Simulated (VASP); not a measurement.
Wanted: the native input for a VASP 6.6.1 run.

```
Task                   : single point
Functional             : PBE
Potentials or basis    : VASP PAW PBE potentials, release 64 (O_h, C_h, S)
Cutoff                 : 1000 eV
k mesh                 : 1 × 1 × 1
Occupations            : fermi-dirac, width 0.02 eV
Spin                   : no spin polarisation
Dipole correction      : no
Further INCAR settings : LREAL = Auto; ALGO = Normal; EDIFF = 1e-06; NBANDS = 82
```

The structure of CSO lies in POSCAR:

```
CSO
1.0
    9.5214660000      0.0000000000      0.0000000000
    0.0000000000      9.5214660000      0.0000000000
    0.0000000000      0.0000000000      9.5214660000
O C S
8 8 8
Direct
    0.6575247971      0.6597093347      0.1943293186
    0.7661845350      0.1011398875      0.3337931365
    0.7510608135      0.7289528734      0.5804883408
   -0.0155018145      0.4104094895      0.0753350377
    0.1341915205      0.8405638375      0.2798623657
    0.3308209051      0.3895513569      0.7650922663
    0.2794002520      0.5699647512      0.4678376208
    0.5184915852      0.1393692946      0.9411575906
    0.6015460224      0.5519423164      0.2025318370
    0.7630652675      0.1706564934      0.4335781906
    0.7768236530      0.7748911775      0.6935696667
   -0.0969388537      0.3362507412      0.0117208842
    0.1225441544      0.8699185609      0.4001904749
    0.4072797193      0.4784242258      0.7852152179
    0.1767584950      0.5258959072      0.5105831392
    0.4734039905      0.0337553062      0.9942376521
    0.5065816545      0.4172256667      0.2051154728
    0.7361471437      0.2594978546      0.5717922009
    0.8096232240      0.8190965551      0.8456155806
   -0.1922813147      0.2325482231     -0.0774775649
    0.1042066421      0.8908502115      0.5645874280
    0.5107511805      0.6100951261      0.7938063319
    0.0146826130      0.4846732635      0.5343399850
    0.4142849431     -0.1019485865      1.0673986548
```

These files were run (other wordings do the same):

INCAR

```
PREC = Accurate ; ENCUT = 1000
EDIFF = 1E-6 ; ISMEAR = -1
SIGMA = 0.02 ; LREAL = Auto
LASPH = T ; NELM = 120
ALGO = Normal ; ISIF = 2
LWAVE = F ; LCHARG = F
GGA = PE ; NBANDS = 82
GGA_COMPAT = F
```

KPOINTS

```
regular mesh
0
Gamma
  1 1 1
```

Potentials or basis: VASP PAW PBE potentials, release 64 (O_h, C_h, S).

The run is started by

```bash
$ cat potpaw_PBE.64/O_h/POTCAR potpaw_PBE.64/C_h/POTCAR potpaw_PBE.64/S/POTCAR > POTCAR
$ mpirun -np 1 vasp_gam > vasp.out
```

It gave:

```yaml
Pressure: -0.5 GPa
Largest_force: 4.996 eV/Å
```

Caveat: the k points lie up to 0.66 Å⁻¹ apart; the atoms stand as in a frame of molecular dynamics.

It took 7.5 min on 1 thread of AMD EPYC 7R13 Processor (Zen 3) (shared host), peak memory 1.6 GiB.
